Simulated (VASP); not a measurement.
Set up this calculation in VASP 6.6.1, as the native input.

```
Task                    : density of states
Functional              : LDA
Potentials or basis     : VASP PAW LDA potentials, release 64 (Li_sv)
Cutoff                  : 520 eV
k mesh                  : 14 × 14 × 14
Occupations             : fermi-dirac, width 0.05 eV
Spin                    : no spin polarisation
Dipole correction       : no
k mesh for the DOS      : 21 × 21 × 21
Occupations for the DOS : tetrahedron
Further INCAR settings  : ALGO = Normal; EDIFF = 1e-07; NBANDS = 8
```

Li:

```xyz
1
Lattice="1.9664 0.0000 0.0000 0.0000 1.9664 0.0000 0.0000 0.0000 1.9664" Properties=species:S:1:pos:R:3 pbc="T T T"
Li    0.0000    0.0000    0.0000
```

This cell differs from its parent crystal: volume scaled by 0.4.

These files were run (other wordings do the same):

POSCAR

```
Li
1.0
    1.9663749507      0.0000000000      0.0000000000
    0.0000000000      1.9663749507      0.0000000000
    0.0000000000      0.0000000000      1.9663749507
Li
1
Direct
    0.0000000000      0.0000000000      0.0000000000
```

INCAR.step1

```
SYSTEM = Li
PREC     = Accurate       ! precision mode
ENCUT    = 520            ! plane-wave cutoff, eV
EDIFF    = 1E-7           ! SCF threshold, eV
ISMEAR   = -1             ! smearing method
SIGMA    = 0.05           ! smearing width, eV
LREAL    = .False.        ! projectors in reciprocal space
LASPH    = .True.         ! aspherical terms in the spheres
NELM     = 80             ! most SCF steps
ALGO     = Normal         ! electronic algorithm
ISIF     = 2              ! what is computed and relaxed
LWAVE    = .False.        ! write WAVECAR
LCHARG   = .True.         ! write CHGCAR
GGA      = CA             ! functional
NBANDS   = 8              ! bands
```

KPOINTS.step1

```
regular mesh
0
Gamma
  14 14 14
  0 0 0
```

INCAR.step2

```
SYSTEM = Li
PREC     = Accurate       ! precision mode
ENCUT    = 520            ! plane-wave cutoff, eV
EDIFF    = 1E-7           ! SCF threshold, eV
ISMEAR   = -5             ! smearing method
SIGMA    = 0.05           ! smearing width, eV
LREAL    = .False.        ! projectors in reciprocal space
LASPH    = .True.         ! aspherical terms in the spheres
NELM     = 80             ! most SCF steps
ALGO     = Normal         ! electronic algorithm
ISIF     = 2              ! what is computed and relaxed
LWAVE    = .False.        ! write WAVECAR
LCHARG   = .False.        ! write CHGCAR
GGA      = CA             ! functional
LORBIT   = 11             ! projections on sites
NBANDS   = 8              ! bands
NEDOS    = 1001           ! points of the DOS
ICHARG   = 11             ! starting density
```

KPOINTS.step2

```
regular mesh
0
Gamma
  21 21 21
  0 0 0
```

Potentials or basis: VASP PAW LDA potentials, release 64 (Li_sv).

Launch:

```console
$ cat potpaw_LDA.64/Li_sv/POTCAR > POTCAR
$ cp INCAR.step1 INCAR
$ cp KPOINTS.step1 KPOINTS
$ mpirun -np 1 vasp_std > vasp.out
$ cp INCAR.step2 INCAR
$ cp KPOINTS.step2 KPOINTS
$ mpirun -np 1 vasp_std > vasp.out
```

Results of the run:

```yaml
Valence_electrons_inside_the_program's_atomic_spheres: Li 2.27
```

Wall time 4.9 s on 1 thread of Intel(R) Xeon(R) 6975P-C (Granite Rapids), with other jobs on the host, peak memory 0.12 GiB.
